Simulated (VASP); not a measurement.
# TePb (P-1) in VASP: notebook

Runs on TePb. Level: PBE. Tasks: single point.

Program: VASP 6.6.1. These are calculated values, not measurements. Logs are shortened: lines on timing, memory, paths and dates and some standing lists are left out, and cuts for length are marked.

## Step 1: The cell of the first run

The typed cell holds 2 atoms: a = 4.840 Å, b = 4.604 Å, c = 4.640 Å, α = 61.34°, β = 61.89°, γ = 59.08°.

## Step 2: Single point, PBE

Input file INCAR:

```
ALGO     = Normal         # electronic algorithm
EDIFF    = 1E-7           # SCF threshold, eV
ENCUT    = 520            # plane-wave cutoff, eV
GGA      = PE             # functional
ISIF     = 2              # what is computed and relaxed
ISMEAR   = 0              # smearing method
LASPH    = True           # aspherical terms in the spheres
LCHARG   = False          # write CHGCAR
LREAL    = False          # projectors in reciprocal space
LWAVE    = False          # write WAVECAR
NBANDS   = 17             # bands
NELM     = 100            # most SCF steps
PREC     = Accurate       # precision mode
SIGMA    = 0.1            # smearing width, eV
```

Input file KPOINTS:

```
k-points
0
Gamma
  1 5 1
```

Input file POSCAR:

```
TePb
1.0
   -0.1034815691      3.3575769378      3.4848427811
    3.1648373228      0.0371724645      3.3441887475
    3.2545429832      3.3066285645     -0.0525331958
Te Pb
1 1
Direct
    0.0000000000      0.0000000000      0.0000000000
    0.5000000000      0.5000000000      0.5000000000
```

Potentials or basis: VASP PAW PBE potentials, release 64 (Te, Pb_d).

Run with:

```bash
$ cat potpaw_PBE.64/Te/POTCAR potpaw_PBE.64/Pb_d/POTCAR > POTCAR
$ mpirun -np 1 vasp_std > vasp.out
```

OUTCAR:

```text
EDIFF = 1E-7
   ENCUT = 520
   GGA = PE
   ISIF = 2
   ISMEAR = 0
   LASPH = True
   LREAL = False
   NELM = 100
   PREC = Accurate

 ion  position               nearest neighbor table
   1  0.000  0.000  0.000-   2 3.26   2 3.26   2 3.31   2 3.31   2 3.44   2 3.44
   2  0.500  0.500  0.500-   1 3.26   1 3.26   1 3.31   1 3.31   1 3.44   1 3.44

  LATTYP: Found a triclinic cell.
 ALAT       =    12.3236434598
 B/A-ratio  =     0.5377981950
 C/A-ratio  =     0.8266459384
 COS(alpha) =     0.0044323509
 COS(beta)  =     0.5809773931
 COS(gamma) =     0.8115744497

  Lattice vectors:

 A1 = (  -6.4056043973,  -9.9708340668,  -3.3797763895)
 A2 = (   0.0137759087,  -6.6270330378,  -0.0881208378)
 A3 = (  -9.6876991979,  -0.0233965557,  -3.1510015181)

Analysis of symmetry for initial positions (statically):
=====================================================================
 Subroutine PRICEL returns:
 Original cell was already a primitive cell.

 Routine SETGRP: Setting up the symmetry group for a
 triclinic supercell.

 Subroutine GETGRP returns: Found  2 space group operations
 (whereof  2 operations were pure point group operations)
 out of a pool of  2 trial point group operations.

The static configuration has the point symmetry S_2 .

Analysis of symmetry for dynamics (positions and initial velocities):
=====================================================================
 Subroutine PRICEL returns:
 Original cell was already a primitive cell.

 Routine SETGRP: Setting up the symmetry group for a
 triclinic supercell.

 Subroutine GETGRP returns: Found  2 space group operations
 (whereof  2 operations were pure point group operations)
 out of a pool of  2 trial point group operations.

The dynamic configuration has the point symmetry S_2 .

 Subroutine INISYM returns: Found  2 space group operations
 (whereof  2 operations are pure point group operations),
 and found     1 'primitive' translations

----------------------------------------------------------------------------------------

                                     Primitive cell

  volume of cell :      74.2930

  direct lattice vectors                    reciprocal lattice vectors
    -0.103481569  3.357576938  3.484842781    -0.148869194  0.148736237  0.139231941
     3.164837323  0.037172465  3.344188748     0.157477298 -0.152586792  0.151690600
     3.254542983  3.306628564 -0.052533196     0.149392635  0.153110232 -0.143082495

  length of vectors
     4.840264511  4.604473417  4.639892480     0.252329226  0.266630581  0.257358705

  position of ions in fractional coordinates (direct lattice)
     0.000000000  0.000000000  0.000000000
     0.500000000  0.500000000  0.500000000

  ion indices of the primitive-cell ions
   primitive index   ion index
                 1           1
                 2           2

----------------------------------------------------------------------------------------

 KPOINTS: k-points

Automatic generation of k-mesh.
 Grid dimensions read from file:
 generate k-points for:    1    5    1

 Generating k-lattice:

  Cartesian coordinates                     Fractional coordinates (reciprocal lattice)
    -0.148869194  0.148736237  0.139231941     1.000000000  0.000000000 -0.000000000
     0.031495460 -0.030517358  0.030338120     0.000000000  0.200000000  0.000000000
     0.149392635  0.153110232 -0.143082495    -0.000000000  0.000000000  1.000000000

  Length of vectors
     0.252329226  0.053326116  0.257358705

  Shift w.r.t. Gamma in fractional coordinates (k-lattice)
     0.000000000  0.000000000  0.000000000

 Subroutine IBZKPT returns following result:
 ===========================================

 Found      3 irreducible k-points:

 Following reciprocal coordinates:
            Coordinates               Weight
  0.000000  0.000000  0.000000      1.000000
 -0.000000  0.200000  0.000000      2.000000
 -0.000000  0.400000  0.000000      2.000000
   k-points           NKPTS =      3   k-points in BZ     NKDIM =      3   number of bands    NBANDS=     17
   number of dos      NEDOS =    301   number of ions     NIONS =      2
   total plane-waves  NPLWV =  46656
   dimension x,y,z NGX =    36 NGY =   36 NGZ =   36
   dimension x,y,z NGXF=    72 NGYF=   72 NGZF=   72
   ions per type =               1   1
   NGX,Y,Z   is equivalent  to a cutoff of  12.36, 13.00, 12.90 a.u.
   NGXF,Y,Z  is equivalent  to a cutoff of  24.73, 26.00, 25.80 a.u.
 SYSTEM =  unknown system
   PREC   = accura    normal or accurate (medium, high low for compatibility)
   ISTART =      0    job   : 0-new  1-cont  2-samecut
   ICHARG =      2    charge: 1-file 2-atom 10-const
   ISPIN  =      1    spin polarized calculation?
   LNONCOLLINEAR =      F non collinear calculations
   LSORBIT =      F    spin-orbit coupling
   LASPH  =      T    aspherical Exc in radial PAW
   ENCUT  =  520.0 eV  38.22 Ry    6.18 a.u.   9.00  8.56  8.63*2*pi/ulx,y,z
   NELM   =    100;   NELMIN=  2; NELMDL= -5     # of ELM steps
   EDIFF  = 0.1E-06   stopping-criterion for ELM
   LREAL  =      F    real-space projection
   EDIFFG = 0.1E-05   stopping-criterion for IOM
   NSW    =      0    number of steps for IOM
   IBRION =     -1    ionic relax: 0-MD 1-quasi-New 2-CG
   NFREE  =      0    steps in history (QN), initial steepest desc. (CG)
   ISIF   =      2    stress and relaxation
   ISYM   =      2    0-nonsym 1-usesym 2-fastsym
   POTIM  = 0.5000    time-step for ionic-motion
   TEBEG  =    0.0;   TEEND  =   0.0 temperature during run
   PSTRESS=    0.0 pullay stress
   NELECT =      20.0000    total number of electrons
   NUPDOWN=      -1.0000    fix difference up-down
   EMIN   =  10.00;   EMAX   =-10.00  energy-range for DOS
   EFERMI =   0.00;   METHOD = LEGACY
   ISMEAR =     0;   SIGMA  =   0.10  broadening in eV -4-tet -1-fermi 0-gaus
   EFERMI_NEDOS =   21; number of points for ismear=-14 and -15
   IALGO  =     38    algorithm
   IMIX   =      4    mixing-type and parameters
     AMIX     =   0.40;   BMIX     =  1.00
     AMIX_MAG =   1.60;   BMIX_MAG =  1.00
  volume/ion in A,a.u.               =      37.15       250.68
  Fermi-wavevector in a.u.,A,eV,Ry     =   1.057066  1.997565 15.202997  1.117389
  Thomas-Fermi vector in A             =   2.192325
   LORBIT       =      0    0 simple, 1 ext, 2 COOP (PROOUT), +10 PAW based schemes
   GGA     = PE    functional components
   LHFCALC =     F    Hartree Fock is set to
   AEXX    =    0.0000 exact exchange contribution
   IVDW    =     0    specifies the selected vdW correction
   LEPSILON=     F    determine dielectric tensor
   LRPA    =     F    only Hartree local field effects (RPA)
 non-spin polarized calculation
 Gauss-broadening in eV      SIGMA  =   0.10
  energy-cutoff  :      520.00
  volume of cell :       74.29
 maximum number of plane-waves:      1994
 NGX is ok and might be reduce to    36
   NGX = 17   NGY = 17   NGZ = 17

 number of electron      20.0000002 magnetization

 Free energy of the ion-electron system (eV)
  ---------------------------------------------------
  ext. energy  EPLUGINS =         0.00000000
  ---------------------------------------------------
  free energy    TOTEN  =        -2.40521059 eV

  energy without entropy =       -2.40521059  energy(sigma->0) =       -2.40521059

 E-fermi :   5.0842     XC(G=0):  -8.5917

 val. band max:        4.6772230973   @ k =  -0.0000   0.4000   0.0000
 cond. band min:       5.4913215552   @ k =  -0.0000   0.4000   0.0000
 fundamental gap:      0.8140984579
 Fermi energy:         5.0842187720

 k-point     1 :       0.0000    0.0000    0.0000
  band No.  band energies     occupation
      1     -12.3260      2.00000
      2     -12.3144      2.00000
      3     -12.2964      2.00000
      4     -12.2718      2.00000
      5     -12.2490      2.00000
      6      -6.3363      2.00000
      7      -1.0895      2.00000
      8       3.5911      2.00000
      9       3.8526      2.00000
     10       4.3521      2.00000
     11       7.8905      0.00000
     12       8.6704      0.00000
     13       9.0691      0.00000
     14      10.3840      0.00000
     15      10.8292      0.00000
     16      11.1002      0.00000
     17      11.7153      0.00000

 k-point     2 :      -0.0000    0.2000    0.0000
  band No.  band energies     occupation
      1     -12.3230      2.00000
      2     -12.3152      2.00000
      3     -12.2958      2.00000
      4     -12.2685      2.00000
      5     -12.2520      2.00000
      6      -6.0011      2.00000
      7      -1.8209      2.00000
      8       3.8109      2.00000
      9       4.0058      2.00000
     10       4.3697      2.00000
     11       6.7491      0.00000
     12       7.5311      0.00000
     13       7.7787      0.00000
     14      10.7151      0.00000
     15      11.1222      0.00000
     16      11.5778      0.00000
     17      13.5812      0.00000

 k-point     3 :      -0.0000    0.4000    0.0000
  band No.  band energies     occupation
      1     -12.3188      2.00000
      2     -12.3181      2.00000
      3     -12.2933      2.00000
      4     -12.2631      2.00000
      5     -12.2558      2.00000
      6      -5.1021      2.00000
      7      -3.2582      2.00000
      8       4.1195      2.00000
      9       4.3314      2.00000
     10       4.6772      2.00000
     11       5.4913      0.00000
     12       6.1696      0.00000
     13       6.2393      0.00000
     14      12.1773      0.00000
     15      13.0589      0.00000
     16      13.5209      0.00000
     17      14.9923      0.00000

------------------------ aborting loop because EDIFF is reached ----------------------------------------

  FORCE on cell =-STRESS in cart. coord.  units (eV):
  Direction    XX          YY          ZZ          XY          YZ          ZX
  --------------------------------------------------------------------------------------
  -------------------------------------------------------------------------------------
  Total        8.0561934      7.3206994      5.2585902      2.8999602      2.6344563     -3.0649561
  in kB      173.7370412    157.8756360    113.4049121     62.5395256     56.8137602    -66.0977688
  external PRESSURE =     148.3391964 kB  Pullay stress =       0.0000000 kB

 VOLUME and BASIS-vectors are now :
 -----------------------------------------------------------------------------
  energy-cutoff  :      520.00
  volume of cell :       74.29
      direct lattice vectors                 reciprocal lattice vectors
    -0.103481569  3.357576938  3.484842781    -0.148869194  0.148736237  0.139231941
     3.164837323  0.037172465  3.344188748     0.157477298 -0.152586792  0.151690600
     3.254542983  3.306628564 -0.052533196     0.149392635  0.153110232 -0.143082495

 POSITION                                       TOTAL-FORCE (eV/Angst)
 -----------------------------------------------------------------------------------
      0.00000      0.00000      0.00000         0.000000      0.000000      0.000000
      3.15795      3.35069      3.38825        -0.000000      0.000000     -0.000000
 -----------------------------------------------------------------------------------
    total drift:                                0.000000      0.000000      0.000000

  FREE ENERGIE OF THE ION-ELECTRON SYSTEM (eV)
  ---------------------------------------------------
  free  energy   TOTEN  =        -2.4052105904 eV

  energy  without entropy=       -2.4052105876  energy(sigma->0) =       -2.40521059
```

Wall time 10 s (1 thread of Intel Xeon 6975P-C, shared host); peak memory 0.2 GiB.

Results:

```yaml
Free_energy: -2.4052 eV
Pressure: 14.8 GPa
Band_gap_on_the_k_mesh: 0.81 eV, direct
```

Caveat: the k points lie up to 1.62 Å⁻¹ apart; spin-orbit coupling is left out, which moves the levels of the heavy elements. A k mesh can miss the band edges.

(Continued in part 2 of 2.)
